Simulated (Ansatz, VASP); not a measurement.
# One calculation of Nb, two programs

```
Nb
1.0
     2.83356    0.00000    0.00000
    -1.41678    2.45393    0.00000
     0.00000    0.00000    5.18471
Nb
2
Cartesian
  0.0000 1.6360 1.2962
  1.4168 0.8180 3.8885
```

Alike in both runs: functional PBEsol; k mesh 17 × 17 × 9; occupations fermi-dirac, width 0.05 eV; no spin polarisation.

Ansatz relaxed the structure, and its values are those at the end. VASP's run is a single point on that final structure, the one shown.

|  | VASP | Ansatz |
| --- | --- | --- |
| version | VASP 6.6.1 | Ansatz 0.2.0 |
| potentials or method | VASP PAW PBE potentials, release 64 (Nb_sv) | PAW with Ansatz's default frozen-core files, scalar-relativistic |
| plane-wave cutoff (eV) | 520 | 420 |
| valence electrons in the cell | 26 | 26 |

```tsv
	VASP	Ansatz	Ansatz less VASP
pressure (GPa)	-0.3	0.0	+0.27
```

VASP's potentials were made for PBE, not for PBEsol.
